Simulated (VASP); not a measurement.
# CaB15N16 (a cell with a defect) in VASP: settings compared, part 2 of 2

VASP 6.6.1. The steps go on from the part before.

## 4. Single point, HSE06

Input file POSCAR:

```
CaB15N16
1.0
   -3.6241103844      3.6241103844     -3.6241103844
    3.6241103844      3.6241103844      3.6241103844
    3.6241103844     -3.6241103844     -3.6241103844
B Ca N
15 1 16
Direct
   -0.0117506330     -0.0089258129     -0.0031318619
   -0.0119779456      0.2500917803      0.7563599609
    0.0047763955      0.5085412124      0.4978504125
   -0.0122131980      0.7433966196      0.2384445817
    0.2398013349     -0.0078305166      0.7576820661
    0.2466873877      0.5082420421      0.2559228050
    0.2499532312      0.7498135489      0.0008211757
    0.5067042954     -0.0082764315      0.4904977681
    0.5051879479      0.2495162467      0.2385631645
    0.4977293797      0.5078933090      0.0156081148
    0.4939814459      0.7562030692      0.7450304294
    0.7466198899     -0.0086606957      0.2390776439
    0.7419273925      0.2498054147     -0.0071979302
    0.7644591648      0.5074203057      0.7482639261
    0.7498863568      0.7497938761      0.5007467584
    0.2963704775      0.2497521916      0.5472112795
   -0.0416001877     -0.0416817294      0.2086002886
   -0.0068712267      0.2497019650      0.0105879992
    0.0091241948      0.5038819872      0.7532249292
   -0.0061799135      0.7532556602      0.4982605794
    0.2482816073     -0.0042858778      0.0058761578
    0.2332885406      0.2504816542      0.8248344696
    0.2492512108      0.5412585973      0.5007244374
    0.2474868173      0.7527921635      0.2446604587
    0.4974032650      0.0105632157      0.7480740366
    0.5733321539      0.2491155919      0.4834666531
    0.5021977960      0.5035751106      0.2601900621
    0.4908144246      0.7468235670     -0.0046475886
    0.7555968487     -0.0039629811      0.4992834352
    0.7598412894      0.2498979135      0.2441029371
    0.7364635065      0.4890498764     -0.0124959933
    0.7439392837      0.7463367666      0.7412045089
```

Input file INCAR.step1:

```
PREC     = Accurate       # precision mode
ENCUT    = 520            # plane-wave cutoff, eV
EDIFF    = 1E-5           # SCF threshold, eV
ISMEAR   = -1             # smearing method
SIGMA    = 0.01           # smearing width, eV
LREAL    = Auto         
LASPH    = T              # aspherical terms in the spheres
NELM     = 80             # most SCF steps
ALGO     = Normal         # electronic algorithm
ISIF     = 2              # what is computed and relaxed
LWAVE    = T              # write WAVECAR
LCHARG   = F              # write CHGCAR
GGA      = PE             # functional
NELECT   = 134.0        
NBANDS   = 90             # bands
```

Input file INCAR.step2:

```
PREC     = Accurate       # precision mode
ENCUT    = 520            # plane-wave cutoff, eV
EDIFF    = 1E-7           # SCF threshold, eV
ISMEAR   = -1             # smearing method
SIGMA    = 0.01           # smearing width, eV
LREAL    = Auto         
LASPH    = T              # aspherical terms in the spheres
NELM     = 80             # most SCF steps
ALGO     = Normal         # electronic algorithm
ISIF     = 2              # what is computed and relaxed
LWAVE    = F              # write WAVECAR
LCHARG   = F              # write CHGCAR
GGA      = PE             # functional
LHFCALC  = T              # exact exchange
HFSCREEN = 0.2079         # screening, 1/A
PRECFOCK = Fast         
ISTART   = 1            
NELECT   = 134.0        
NBANDS   = 90             # bands
```

Input file KPOINTS:

```
Automatic mesh
0
Gamma
  1 1 1
  0.25 0.25 0.25
```

Command:

```sh
$ cat potpaw_PBE.64/B/POTCAR potpaw_PBE.64/Ca_sv/POTCAR potpaw_PBE.64/N/POTCAR > POTCAR
$ cp INCAR.step1 INCAR
$ mpirun -np 1 vasp_std > vasp.out
$ cp INCAR.step2 INCAR
$ mpirun -np 1 vasp_std > vasp.out
```

It took 3.2 min on 1 thread of Intel Xeon Platinum 8488C (Sapphire Rapids), shared host; peak memory 0.46 GiB.

The run converged. Its results:

```yaml
Free_energy: -315.3164 eV
Largest_force: 0.194 eV/Å
```

Forces on the atoms (eV/Å):
```
B   -0.013 -0.079 -0.005
B   -0.010 -0.003  0.015
B    0.012  0.075 -0.004
B   -0.014 -0.020  0.058
B    0.002 -0.147 -0.109
B    0.071  0.017 -0.014
B   -0.003  0.001 -0.014
B   -0.153  0.015 -0.119
B    0.010  0.002  0.010
B    0.152 -0.018 -0.119
B    0.012  0.021  0.054
B   -0.069 -0.015 -0.016
B   -0.002  0.002  0.034
B    0.000  0.147 -0.111
B   -0.001  0.004 -0.010
Ca   0.002  0.002 -0.186
N   -0.017 -0.095  0.067
N   -0.059  0.075 -0.044
N    0.033 -0.057  0.037
N    0.015 -0.009 -0.007
N   -0.029  0.058  0.036
N    0.017 -0.075  0.115
N    0.020  0.092  0.067
N    0.003  0.014  0.011
N    0.053  0.019  0.040
N   -0.016  0.077  0.121
N   -0.054  0.046  0.046
N   -0.003 -0.015  0.012
N    0.052 -0.050  0.046
N    0.060 -0.074 -0.043
N   -0.055 -0.020  0.041
N   -0.015  0.010 -0.007
```

Levels at points of the mesh, in eV from the Fermi level:
```csv
k point,band 63,band 64,band 65,band 66,band 67,band 68,band 69,band 70,band 71,band 72
"(0.25, 0.25, 0.25)",-1.69,-1.63,-1.39,-0.40,-0.24,0.85,7.25,7.31,7.81,7.98
```

Caveat: the k points lie up to 1.23 Å⁻¹ apart, too coarse for converged energies, forces and pressures; the cell carries a net charge on a neutralising background, which shifts energy and pressure; the cell is charged against a uniform background, so pressure and absolute levels hang on convention; the PAW data sets were made with another functional, which shifts forces and pressure a little.

## 5. Single point, PBE

Input file INCAR:

```
PREC = Accurate
ENCUT = 520
EDIFF = 1E-6
ISMEAR = -1
SIGMA = 0.01
LREAL = Auto
LASPH = True
NELM = 80
ALGO = Normal
ISIF = 2
LWAVE = False
LCHARG = False
GGA = PE
NELECT = 134.0
NBANDS = 90
```

Input file KPOINTS:

```
Automatic mesh
0
Gamma
  2 2 2
  0.5 0.5 0.5
```

POSCAR is that of step 4.

Potentials or basis: VASP PAW PBE potentials, release 64 (B, Ca_sv, N).

Command:

```sh
$ cat potpaw_PBE.64/B/POTCAR potpaw_PBE.64/Ca_sv/POTCAR potpaw_PBE.64/N/POTCAR > POTCAR
$ mpirun -np 1 vasp_std > vasp.out
```

OUTCAR:

```text
PREC = Accurate
   ENCUT = 520
   EDIFF = 1E-6
   ISMEAR = -1
   LREAL = Auto
   LASPH = True
   NELM = 80
   ISIF = 2
   GGA = PE
   NELECT = 134.0

 ion  position               nearest neighbor table
   1  0.988  0.991  0.997-  17 1.47  32 1.56  18 1.59  21 1.60
   2  0.988  0.250  0.756-  22 1.45  19 1.56  29 1.56  18 1.59
   3  0.005  0.509  0.498-  23 1.47  20 1.56  30 1.59  19 1.60
[... 594 lines left out ...]
  -------------------------------------------------------------------------------------
  Total       25.2902943     25.1994994     21.2528096     -8.7301796     -0.0028763     -0.0025628
  in kB      212.8140142    212.0499885    178.8391886    -73.4631454     -0.0242035     -0.0215653
  external PRESSURE =     201.2343971 kB  Pullay stress =       0.0000000 kB

 VOLUME and BASIS-vectors are now :
 -----------------------------------------------------------------------------
  energy-cutoff  :      520.00
  volume of cell :      190.40
      direct lattice vectors                 reciprocal lattice vectors
    -3.624110384  3.624110384 -3.624110384     0.000000000  0.137964893 -0.137964893
     3.624110384  3.624110384  3.624110384     0.137964893  0.137964893  0.000000000
     3.624110384 -3.624110384 -3.624110384     0.137964893  0.000000000 -0.137964893

 POSITION                                       TOTAL-FORCE (eV/Angst)
 -----------------------------------------------------------------------------------
      3.62300      3.56053     -3.60252         0.231926      0.433748      0.021071
      0.06679      1.74593     -5.41547         0.363591     -0.380256     -0.320270
      3.62996      0.05605      0.02143        -0.233487     -0.436696      0.021399
     -0.02155      5.40985     -1.74985        -0.165820     -0.172815     -0.068751
      5.47259      1.71887     -0.01926         0.133865      0.066492     -0.143432
      1.87540      1.80846      0.02041        -0.437524     -0.229850      0.008322
[... 24 lines left out ...]
      2.68217      0.86257     -4.47548         0.086962      0.125776      0.060305
      2.69490      2.71472     -2.67752        -0.069685     -0.178034      0.098413
 -----------------------------------------------------------------------------------
    total drift:                               -0.001585      0.002334      0.002510

  FREE ENERGIE OF THE ION-ELECTRON SYSTEM (eV)
  ---------------------------------------------------
  free  energy   TOTEN  =      -270.9001923545 eV

  energy  without entropy=     -270.9001202335  energy(sigma->0) =     -270.90015629
```

OSZICAR:

```text
N       E                     dE             d eps       ncg     rms          rms(c)
DAV:   1     0.735059408503E+03    0.73506E+03   -0.71659E+04   720   0.149E+03
DAV:   2    -0.225711712485E+03   -0.96077E+03   -0.92421E+03   880   0.364E+02
DAV:   3    -0.284565947080E+03   -0.58854E+02   -0.58327E+02   888   0.931E+01
DAV:   4    -0.286636320217E+03   -0.20704E+01   -0.20668E+01  1176   0.134E+01
DAV:   5    -0.286661410195E+03   -0.25090E-01   -0.25084E-01   904   0.137E+00    0.271E+01
DAV:   6    -0.272175850618E+03    0.14486E+02   -0.41467E+01   832   0.216E+01    0.129E+01
DAV:   7    -0.271140504424E+03    0.10353E+01   -0.56995E+00   888   0.889E+00    0.798E+00
DAV:   8    -0.270917888271E+03    0.22262E+00   -0.92612E-01   880   0.358E+00    0.289E+00
DAV:   9    -0.271007913619E+03   -0.90025E-01   -0.17353E+00   920   0.266E+00    0.323E+00
DAV:  10    -0.270897372513E+03    0.11054E+00   -0.77461E-01   912   0.184E+00    0.486E-01
DAV:  11    -0.270900188375E+03   -0.28159E-02   -0.37771E-02   856   0.693E-01    0.292E-01
DAV:  12    -0.270899949771E+03    0.23860E-03   -0.68574E-03   880   0.286E-01    0.164E-01
DAV:  13    -0.270900101307E+03   -0.15154E-03   -0.95967E-04   848   0.118E-01    0.726E-02
DAV:  14    -0.270900178754E+03   -0.77447E-04   -0.21919E-04   944   0.514E-02    0.232E-02
DAV:  15    -0.270900189405E+03   -0.10651E-04   -0.24874E-05   928   0.198E-02    0.102E-02
DAV:  16    -0.270900191671E+03   -0.22656E-05   -0.45803E-06   776   0.851E-03    0.475E-03
DAV:  17    -0.270900192355E+03   -0.68382E-06   -0.99268E-07   512   0.430E-03
   1 F= -.27090019E+03 E0= -.27090016E+03  d E =-.721210E-04
```

stdout:

```text
POSCAR found type information on POSCAR B CaN
 POSCAR found :  3 types and      32 ions
 scaLAPACK will be used
 LDA part: xc-table for (Slater+PW92), standard interpolation
 POSCAR, INCAR and KPOINTS ok, starting setup
 FFT: planning ... GRIDC
 FFT: planning ... GRID_SOFT
 FFT: planning ... GRID
 WAVECAR not read
 entering main loop
 the old and the new charge density differ
 old charge density:   135.00000 new  134.00000
    0.271E+01
```

Run time: 2.3 min. Hardware: 1 thread of Intel Xeon Platinum 8488C (Sapphire Rapids), shared host; peak memory 0.34 GiB.

What came out:

```
Free energy   : -270.9002 eV
Largest force : 0.816 eV/Å
```

Forces in eV/Å, atoms in the order of the input:
```
B    0.232  0.434  0.021
B    0.364 -0.380 -0.320
B   -0.233 -0.437  0.021
B   -0.166 -0.173 -0.069
B    0.134  0.066 -0.143
B   -0.438 -0.230  0.008
B   -0.003  0.001 -0.095
B    0.056  0.149 -0.156
B   -0.364  0.380 -0.326
B   -0.057 -0.151 -0.156
B    0.164  0.173 -0.071
B    0.440  0.232  0.006
B   -0.002  0.002 -0.720
B   -0.132 -0.067 -0.145
B   -0.001  0.004 -0.091
Ca   0.001  0.002  0.296
N   -0.085 -0.174  0.272
N   -0.104  0.118  0.656
N    0.112  0.113  0.102
N    0.070  0.178  0.099
N   -0.108 -0.112  0.102
N   -0.511  0.445 -0.454
N    0.087  0.171  0.271
N    0.190  0.069  0.120
N   -0.089 -0.126  0.060
N    0.513 -0.444 -0.448
N    0.120  0.128  0.112
N   -0.191 -0.070  0.121
N   -0.122 -0.132  0.112
N    0.104 -0.117  0.658
N    0.087  0.126  0.060
N   -0.070 -0.178  0.098
```

Caveat: the k points lie up to 0.61 Å⁻¹ apart; the cell carries a net charge on a neutralising background, which shifts energy and pressure; the cell is charged against a uniform background, so pressure and absolute levels hang on convention.
